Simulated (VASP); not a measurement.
# TaBi (rocksalt type) (Fm-3m) in VASP: notebook, part 2 of 2

VASP 6.6.1. Earlier steps stand in the parts before.

### Step 3. Single point, LDA

Contents of INCAR:

```
SYSTEM = TaBi
  PREC = Accurate
  ENCUT = 520
  EDIFF = 1E-7
  ISMEAR = -1
  SIGMA = 0.08
  LREAL = .FALSE.
  LASPH = .TRUE.
  NELM = 100
  ALGO = Normal
  ISIF = 2
  LWAVE = .FALSE.
  LCHARG = .TRUE.
  GGA = CA
  LELF = .TRUE.
  LVHAR = .TRUE.
  NBANDS = 20
```

Contents of KPOINTS:

```
regular mesh
0
G
  11 11 11
  0 0 0
```

Contents of POSCAR:

```
TaBi
1.0
    0.0000000000      2.8506994206      2.8506994206
    2.8506994206      0.0000000000      2.8506994206
    2.8506994206      2.8506994206      0.0000000000
Ta Bi
1 1
Direct
    0.0000000000      0.0000000000      0.0000000000
    0.5000000000      0.5000000000      0.5000000000
```

Potentials or basis: VASP PAW LDA potentials, release 64 (Ta_pv, Bi_d).

The run is started by

```bash
> cat potpaw_LDA.64/Ta_pv/POTCAR potpaw_LDA.64/Bi_d/POTCAR > POTCAR
> mpirun -np 1 vasp_std > vasp.out
```

OUTCAR:

```text
SYSTEM = TaBi
   PREC = Accurate
   ENCUT = 520
   EDIFF = 1E-7
   ISMEAR = -1
   LREAL = .FALSE.
   LASPH = .TRUE.
   NELM = 100
   ISIF = 2
   GGA = CA

 ion  position               nearest neighbor table
   1  0.000  0.000  0.000-   2 2.85   2 2.85   2 2.85   2 2.85   2 2.85   2 2.85
   2  0.500  0.500  0.500-   1 2.85   1 2.85   1 2.85   1 2.85   1 2.85   1 2.85

  LATTYP: Found a face centered cubic cell.
 ALAT       =     5.7013988412

  Lattice vectors:

 A1 = (   0.0000000000,   2.8506994206,   2.8506994206)
 A2 = (   2.8506994206,   0.0000000000,   2.8506994206)
 A3 = (   2.8506994206,   2.8506994206,   0.0000000000)

Analysis of symmetry for initial positions (statically):
=====================================================================
 Subroutine PRICEL returns:
 Original cell was already a primitive cell.

 Routine SETGRP: Setting up the symmetry group for a
 face centered cubic supercell.

 Subroutine GETGRP returns: Found 48 space group operations
 (whereof 48 operations were pure point group operations)
 out of a pool of 48 trial point group operations.

[... 152 lines left out ...]
 number of electron      25.9999993 magnetization

 Free energy of the ion-electron system (eV)
  ---------------------------------------------------
  ext. energy  EPLUGINS =         0.00000000
  ---------------------------------------------------
  free energy    TOTEN  =       -15.33600016 eV

  energy without entropy =      -15.28534985  energy(sigma->0) =      -15.31067501

 E-fermi :   8.2145     XC(G=0): -11.6652

 val. band max:        8.1944501066   @ k =   0.4545   0.0909   0.0000
 cond. band min:       8.2200118014   @ k =  -0.2727   0.2727   0.0000
 fundamental gap:      0.0255616948
 Fermi energy:         8.2145105779

 k-point     1 :       0.0000    0.0000    0.0000
  band No.  band energies     occupation
      1     -26.9920      2.00000
      2     -26.9920      2.00000
      3     -26.9920      2.00000
      4     -14.9533      2.00000
      5     -14.9533      2.00000
      6     -14.8392      2.00000
[... 541 lines left out ...]
     19      15.5405      0.00000
     20      15.9898      0.00000

 [... further k-points ...]
[... 5 lines left out ...]
  --------------------------------------------------------------------------------------
  -------------------------------------------------------------------------------------
  Total        0.0759580      0.0759580      0.0759580      0.0000000     -0.0000000      0.0000000
  in kB        2.6266364      2.6266364      2.6266364      0.0000000     -0.0000000      0.0000000
  external PRESSURE =       2.6266364 kB  Pullay stress =       0.0000000 kB

 VOLUME and BASIS-vectors are now :
 -----------------------------------------------------------------------------
  energy-cutoff  :      520.00
  volume of cell :       46.33
      direct lattice vectors                 reciprocal lattice vectors
     0.000000000  2.850699421  2.850699421    -0.175395553  0.175395553  0.175395553
     2.850699421  0.000000000  2.850699421     0.175395553 -0.175395553  0.175395553
     2.850699421  2.850699421  0.000000000     0.175395553  0.175395553 -0.175395553

 POSITION                                       TOTAL-FORCE (eV/Angst)
 -----------------------------------------------------------------------------------
      0.00000      0.00000      0.00000        -0.000000     -0.000000      0.000000
      2.85070      2.85070      2.85070         0.000000      0.000000     -0.000000
 -----------------------------------------------------------------------------------
    total drift:                                0.000000      0.000000      0.000000

  FREE ENERGIE OF THE ION-ELECTRON SYSTEM (eV)
  ---------------------------------------------------
  free  energy   TOTEN  =       -15.3360001606 eV

  energy  without entropy=      -15.2853498525  energy(sigma->0) =      -15.31067501
```

stdout:

```text
POSCAR found type information on POSCAR TaBi
 POSCAR found :  2 types and       2 ions
 scaLAPACK will be used
 LDA part: xc-table for (Slater(with rela. corr.)+CA(PZ))
 , standard interpolation
 POSCAR, INCAR and KPOINTS ok, starting setup
 FFT: planning ... GRIDC
 FFT: planning ... GRID_SOFT
 FFT: planning ... GRID
 WAVECAR not read
 entering main loop
```

Wall time 36 s (1 thread of Intel Xeon Platinum 8259CL at 2.50GHz (Skylake/Cascade Lake), shared host); peak memory 0.18 GiB.

What came out:

```yaml
Free_energy: -15.3360 eV
Pressure: 0.3 GPa
Band_gap_on_the_k_mesh: zero (band 13 reaches 8.53 eV, above the bottom of band 14 at 7.49 eV)
```

Levels at points of the mesh, in eV from the Fermi level:
```
           k point  band 9  band 10  band 11  band 12  band 13  band 14  band 15  band 16  band 17  band 18
(0.00, 0.00, 0.00)  -13.62    -1.04    -1.04    -1.04    -0.28    -0.28     0.80     0.80     0.80     3.10
```

Caveat: spin-orbit coupling is left out, which moves the levels of the heavy elements.

### Step 4. Relaxation of cell and atoms, LDA

This run uses another cell than the first one, of 26.20 Å³/atom, 1.131 times its volume.

Contents of INCAR:

```
SYSTEM = TaBi
  PREC = Accurate
  ENCUT = 600
  EDIFF = 1E-7
  ISMEAR = -1
  SIGMA = 0.08
  LREAL = .FALSE.
  LASPH = .TRUE.
  NELM = 60
  ALGO = Normal
  ISIF = 3
  LWAVE = .FALSE.
  LCHARG = .FALSE.
  IBRION = 2
  NSW = 60
  EDIFFG = -0.005
```

Contents of KPOINTS:

```
Automatic mesh
0
G
  11 11 11
  0 0 0
```

Contents of POSCAR:

```
TaBi
1.0
    0.0000000000      2.9700087180      2.9700087180
    2.9700087180      0.0000000000      2.9700087180
    2.9700087180      2.9700087180      0.0000000000
Ta Bi
1 1
Direct
    0.0000000000      0.0000000000      0.0000000000
    0.5000000000      0.5000000000      0.5000000000
```

The run is started by

```bash
> cat potpaw_LDA.64/Ta_pv/POTCAR potpaw_LDA.64/Bi_d/POTCAR > POTCAR
> mpirun -np 1 vasp_std > vasp.out
```

Run time: 4.6 min. Hardware: 1 thread of Intel Xeon Platinum 8259CL at 2.50GHz (Skylake/Cascade Lake), shared host; peak memory 0.22 GiB.

The run converged. Its results:

- Free energy: -15.3368 eV
- Relaxed volume: 23.23 Å³/atom
- Relaxed cell: a = 4.035 Å, b = 4.035 Å, c = 4.035 Å, α = 60.00°, β = 60.00°, γ = 60.00°
- Space group after relaxing (to 0.05 Å): Fm-3m (No. 225)
- Energy gained by relaxing: 109.1 meV/atom
- Ionic steps: 7
- Pressure after relaxing: 0.0 GPa
- Band gap on the k mesh: zero (band 13 reaches 8.50 eV, above the bottom of band 14 at 7.46 eV)

The path:
```csv
step,energy change (eV),largest force (eV/Å),pressure (GPa),volume (Å³)
1,0.0000,0.0000,-10.47,52.40
2,0.1480,0.0000,22.26,40.45
3,-0.2180,0.0000,-0.43,46.63
4,-0.2182,0.0000,-0.08,46.49
5,-0.2182,0.0000,0.20,46.38
6,-0.2182,0.0000,-0.24,46.56
7,-0.2183,0.0000,-0.01,46.46
```

Final structure:
```xyz
2
Lattice="0.0000 2.8533 2.8533 2.8533 0.0000 2.8533 2.8533 2.8533 0.0000" Properties=species:S:1:pos:R:3 pbc="T T T"
Ta    0.0000    0.0000    0.0000
Bi    2.8533    2.8533    2.8533
```

Levels at points of the mesh, in eV from the Fermi level:
| k point | band 9 | band 10 | band 11 | band 12 | band 13 | band 14 | band 15 | band 16 | band 17 |
| --- | --- | --- | --- | --- | --- | --- | --- | --- | --- |
| (0.00, 0.00, 0.00) | -13.60 | -1.03 | -1.03 | -1.03 | -0.28 | -0.28 | 0.79 | 0.79 | 0.79 |

Caveat: spin-orbit coupling is left out, which moves the levels of the heavy elements.
